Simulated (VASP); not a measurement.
Sb:

```xyz
3
Lattice="5.0390 0.0000 0.0000 0.0000 5.0390 0.0000 0.0000 0.0000 3.5786" Properties=species:S:1:pos:R:3 pbc="T T T"
Sb    0.0000    2.5195    1.7893
Sb    2.5195    0.0000    1.7893
Sb    2.5195    2.5195    1.7893
```

| Quantity | Value |
| --- | --- |
| Program | VASP 6.6.1 |
| Task | relaxation of cell and atoms |
| Functional | PBE |
| Potentials or basis | VASP PAW PBE potentials, release 64 (Sb) |
| Cutoff | 600 eV |
| k mesh | 4 × 4 × 6 |
| Occupations | gaussian, width 0.1 eV |
| Spin | no spin polarisation |

At the start: pressure 23.4 GPa; volume 30.29 Å³/atom.

Q: Where does the relaxation end?

A: Over 17 steps the energy falls by 1146.9 meV/atom and the volume is 37.68 Å³/atom (+24.4 %); space group P4/mmm (No. 123, to 0.05 Å).

Step by step:
```csv
step,energy change (eV),largest force (eV/Å),pressure (GPa),volume (Å³)
1,0.0000,0.0000,23.36,90.87
2,-1.9436,0.0000,-6.30,157.44
3,-2.5362,0.0000,-2.90,122.60
4,-2.5402,0.0000,-2.62,121.56
5,-2.5411,0.0000,-2.36,120.67
6,-2.8818,0.0000,-0.87,113.35
7,-0.8543,0.0000,23.36,89.99
8,-3.0408,0.0000,0.10,110.65
9,-3.2441,0.0000,5.62,100.53
10,-3.3155,0.0000,2.51,104.89
11,-3.3245,0.0000,3.16,103.84
12,-3.2559,0.0000,3.19,107.79
13,-3.3782,0.0000,2.93,105.49
14,-3.4390,0.0000,-0.28,113.43
15,-3.4399,0.0000,0.03,112.52
16,-3.4398,0.0000,-0.02,112.66
17,-3.4408,0.0000,-0.04,113.03
```

Final structure:
```cif
data_structure
_symmetry_space_group_name_H-M 'P 1'
_symmetry_Int_Tables_number 1
_cell_length_a 6.1767
_cell_length_b 6.1767
_cell_length_c 2.9626
_cell_angle_alpha 90.000
_cell_angle_beta 90.000
_cell_angle_gamma 90.000
_cell_volume 113.03
loop_
_atom_site_label
_atom_site_type_symbol
_atom_site_fract_x
_atom_site_fract_y
_atom_site_fract_z
_atom_site_occupancy
Sb1 Sb 0.00000 0.50000 0.50000 1
Sb2 Sb 0.50000 0.00000 0.50000 1
Sb3 Sb 0.50000 0.50000 0.50000 1
```

Caveat: the volume moved by over 15 % at a fixed basis, so the end points are rough.
